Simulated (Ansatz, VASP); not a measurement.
## GaSb4 in VASP and in Ansatz

File INCAR:

```
SYSTEM = GaSb4
ALGO     = Normal         ! electronic algorithm
EDIFF    = 1E-6           ! SCF threshold, eV
EDIFFG   = -0.01          ! ionic threshold
ENCUT    = 600            ! plane-wave cutoff, eV
GGA      = PE             ! functional
IBRION   = 2              ! ionic algorithm
ISIF     = 3              ! what is computed and relaxed
ISMEAR   = 0              ! smearing method
LASPH    = .TRUE.         ! aspherical terms in the spheres
LCHARG   = .FALSE.        ! write CHGCAR
LREAL    = .FALSE.        ! projectors in reciprocal space
LWAVE    = .FALSE.        ! write WAVECAR
NELM     = 60             ! most SCF steps
NSW      = 100            ! ionic steps
PREC     = Accurate       ! precision mode
SIGMA    = 0.1            ! smearing width, eV
```

KPOINTS

```
k-points
0
G
  8 8 8
  0 0 0
```

The input POSCAR:

```
GaSb4
1.0
    5.3738054531      0.0000000000      0.0000000000
    0.0000000000      5.3738054531      0.0000000000
    0.0000000000      0.0000000000      5.3738054531
Ga Sb
1 4
Direct
    0.0000000000      0.0000000000      0.0000000000
    0.2991829989      0.2991829989      0.2991829989
    0.7008170011      0.7008170011      0.2991829989
    0.2991829989      0.7008170011      0.7008170011
    0.7008170011      0.2991829989      0.7008170011
```

Input for Ansatz:

```yaml
crystal:
  lattice:
    - [5.3738054531, 0.0, 0.0]
    - [0.0, 5.3738054531, 0.0]
    - [0.0, 0.0, 5.3738054531]
  atoms:
    - { symbol: Ga, position: [0.0, 0.0, 0.0] }
    - { symbol: Sb, position: [0.2991829989, 0.2991829989, 0.2991829989] }
    - { symbol: Sb, position: [0.7008170011, 0.7008170011, 0.2991829989] }
    - { symbol: Sb, position: [0.2991829989, 0.7008170011, 0.7008170011] }
    - { symbol: Sb, position: [0.7008170011, 0.2991829989, 0.7008170011] }
basis:
  ecutwfc: 420
kpoints:
  mp_grid: { grid: [8, 8, 8] }
hamiltonian:
  xc: pbe
scf:
  occupations: { method: gaussian, width: 0.1 }
output:
  forces: true
  stress: true
  eigenvalues: true
relax:
  adjacent_minimum: "off"
  f_tol: 0.01
  max_steps: 80
  cell: { stress_tol: 0.05 }
```

Change from the starting cell: species swapped into the SnI4 type (P-43m, No. 215).

Alike in both runs: task relaxation of cell and atoms; functional PBE; k mesh 8 × 8 × 8; occupations gaussian, width 0.1 eV; no spin polarisation.

|  | VASP | Ansatz |
| --- | --- | --- |
| version | VASP 6.6.1 | Ansatz 0.2.0 |
| potentials or method | VASP PAW PBE potentials, release 64 (Ga_d, Sb), cutoff 600 eV | scalar-relativistic, plane waves, PAW |
| valence electrons in the cell | 33 | 73 |

```csv
,VASP,Ansatz,Ansatz less VASP
"gap on the k mesh at the Fermi level, each at its own relaxed structure (eV)",none,none,-
relaxed volume (Å³/atom),30.42,30.42,0.000
relaxed cell length with the largest relative difference (Å),5.338,5.338,0.0000
```

A gap of «none» marks a metal or a gap that the smearing closes. VASP's potentials hold 33 valence electrons a cell and Ansatz's 73, so a difference there can come from the potentials and not from the codes.

Neither program's run includes spin-orbit coupling.
